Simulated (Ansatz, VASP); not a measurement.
**BN: VASP beside Ansatz**

The input INCAR:

```
SYSTEM = BN
  PREC = Accurate
  ENCUT = 600
  EDIFF = 1E-6
  ISMEAR = 0
  SIGMA = 0.02
  LREAL = .FALSE.
  LASPH = .TRUE.
  NELM = 120
  ALGO = Normal
  ISIF = 2
  LWAVE = .FALSE.
  LCHARG = .FALSE.
  NBANDS = 11
  GGA_COMPAT = .FALSE.
```

KPOINTS

```
regular mesh
0
G
  12 12 12
  0 0 0
```

The input POSCAR:

```
BN
1.0
    0.0000000000      1.7537282496      1.7537282496
    1.7537282496      0.0000000000      1.7537282496
    1.7537282496      1.7537282496      0.0000000000
B N
1 1
Direct
    0.0000000000      0.0000000000      0.0000000000
    0.2500000000      0.2500000000      0.2500000000
```

Input for Ansatz:

```yaml
crystal:
  lattice:
    - [0.0, 1.7537282496, 1.7537282496]
    - [1.7537282496, 0.0, 1.7537282496]
    - [1.7537282496, 1.7537282496, 0.0]
  atoms:
    - { symbol: B, position: [0.0, 0.0, 0.0] }
    - { symbol: "N", position: [0.25, 0.25, 0.25] }
basis:
  ecutwfc: 420
kpoints:
  mp_grid: { grid: [12, 12, 12] }
hamiltonian:
  xc: lda
scf:
  occupations: { method: gaussian, width: 0.02 }
output:
  forces: true
  stress: true
  eigenvalues: true
```

Alike in both runs: task single point; functional LDA; k mesh 12 × 12 × 12; occupations gaussian, width 0.02 eV; no spin polarisation.

```csv
,VASP,Ansatz
version,VASP 6.6.1,Ansatz 0.2.0
potentials or method,"VASP PAW LDA potentials, release 64 (B, N), cutoff 600 eV","scalar-relativistic, plane waves, PAW"
valence electrons in the cell,8,8
```

|  | VASP | Ansatz | Ansatz less VASP |
| --- | --- | --- | --- |
| gap on the k mesh at the Fermi level (eV) | 4.45 | 4.46 | +0.016 |
| least direct gap on the mesh (eV) | 9.11 | 9.12 | +0.012 |

LDA's correlation is that of Perdew and Zunger in VASP and of Perdew and Wang (1992) in Ansatz.
